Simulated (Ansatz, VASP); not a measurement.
## Two plane-wave programs on MgO

INCAR

```
SYSTEM = MgO
ALGO = Normal
EDIFF = 1E-6
ENCUT = 840
GGA = PE
GGA_COMPAT = .FALSE.
ISIF = 2
ISMEAR = 0
LASPH = .TRUE.
LCHARG = .TRUE.
LELF = .TRUE.
LREAL = .FALSE.
LVHAR = .TRUE.
LWAVE = .FALSE.
NBANDS = 15
NELM = 120
PREC = Accurate
SIGMA = 0.02
```

The input KPOINTS:

```
k-points
0
G
  8 8 8
  0 0 0
```

Contents of POSCAR:

```
MgO
1.0
    0.0000000000      2.1295850000      2.1085000000
    2.1295850000      0.0000000000      2.1085000000
    2.1295850000      2.1295850000      0.0000000000
Mg O
1 1
Direct
    0.0000000000      0.0000000000      0.0000000000
    0.5000000000      0.5000000000      0.5000000000
```

Input for Ansatz:

```yaml
crystal:
  lattice:
    - [0.0, 2.1295849999999996, 2.1085]
    - [2.1295849999999996, 0.0, 2.1085]
    - [2.1295849999999996, 2.1295849999999996, 0.0]
  atoms:
    - { symbol: Mg, position: [0.0, 0.0, 0.0] }
    - { symbol: O, position: [0.5, 0.5, 0.5] }
basis:
  ecutwfc: 571.4391111657479
kpoints:
  mp_grid:
    grid: [8, 8, 8]
scf:
  occupations:
    method: gaussian
    width: 0.02
output:
  stress: true
```

Alike in both runs: task single point; functional PBE; k mesh 8 × 8 × 8; occupations gaussian, width 0.02 eV; no spin polarisation.

|  | VASP | Ansatz |
| --- | --- | --- |
| version | VASP 6.6.1 | Ansatz 0.2.0 |
| potentials or method | VASP PAW PBE potentials, release 64 (Mg_sv, O), cutoff 840 eV | plane waves, PAW |
| valence electrons in the cell | 16 | 16 |

VASP gave:

- pressure (GPa): 1.0
- traceless stress, the component that is largest in VASP (GPa): 1.27

Problem. Estimate Ansatz's values.

Solution. Pressure (GPa): 1.0; traceless stress, the component that is largest in VASP (GPa): 1.24.
